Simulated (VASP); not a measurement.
Here is a VASP 6.6.1 calculation.

The input INCAR:

```
SYSTEM = GaAs
ALGO = Normal
EDIFF = 1E-7
EDIFFG = -0.01
ENCUT = 500
GGA = PE
GGA_COMPAT = .FALSE.
IBRION = 2
ISIF = 8
ISMEAR = 0
LASPH = .TRUE.
LCHARG = .FALSE.
LREAL = .FALSE.
LWAVE = .FALSE.
NELM = 120
NELMIN = 4
NSW = 80
PREC = Accurate
SIGMA = 0.01
```

KPOINTS

```
k-points
0
G
  6 6 6
  0 0 0
```

The input POSCAR:

```
GaAs
1.0
    0.0000000000      2.8268500000      2.8268500000
    2.8268500000      0.0000000000      2.8268500000
    2.8268500000      2.8268500000      0.0000000000
Ga As
1 1
Direct
    0.0000000000      0.0000000000      0.0000000000
    0.2500000000      0.2500000000      0.2500000000
```

Potentials or basis: VASP PAW PBE potentials, release 64 (Ga_d, As).

Launch:

```console
$ cat potpaw_PBE.64/Ga_d/POTCAR potpaw_PBE.64/As/POTCAR > POTCAR
$ mpirun -np 1 vasp_std > vasp.out
```

Problem. Estimate the band gap on the k mesh.

Solution. 0.15 eV, direct.

Problem. Predict the space group after relaxing (to 0.05 Å).

Solution. F-43m (No. 216).

Final structure:
```xyz
2
Lattice="0.0000 2.8744 2.8744 2.8744 0.0000 2.8744 2.8744 2.8744 0.0000" Properties=species:S:1:pos:R:3 pbc="T T T"
Ga    0.0000    0.0000    0.0000
As    1.4372    1.4372    1.4372
```

PBE usually gives volumes a little too large and moduli too small. Zero-point motion and thermal expansion aren't in these numbers.
